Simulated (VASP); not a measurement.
Here is a VASP 6.6.1 calculation.

INCAR

```
  PREC = Accurate
  ENCUT = 520
  EDIFF = 1E-6
  ISMEAR = -1
  SIGMA = 0.05
  LREAL = F
  LASPH = T
  NELM = 100
  ALGO = Normal
  ISIF = 2
  LWAVE = F
  LCHARG = T
  GGA = PS
  LELF = T
  LVHAR = T
  NBANDS = 10
```

The input KPOINTS:

```
Automatic mesh
0
Gamma
  12 12 12
```

The input POSCAR:

```
Na
1.0
   -2.0888816270      2.0888816270      2.0888816270
    2.0888816270     -2.0888816270      2.0888816270
    2.0888816270      2.0888816270     -2.0888816270
Na
1
Direct
    0.0000000000      0.0000000000      0.0000000000
```

Potentials or basis: VASP PAW PBE potentials, release 64 (Na_pv).

The run is started by

```bash
$ cat potpaw_PBE.64/Na_pv/POTCAR > POTCAR
$ mpirun -np 1 vasp_std > vasp.out
```

Estimate the pressure.

0.0 GPa.

Caveat: the PAW data sets were made with another functional, which shifts forces and pressure a little.
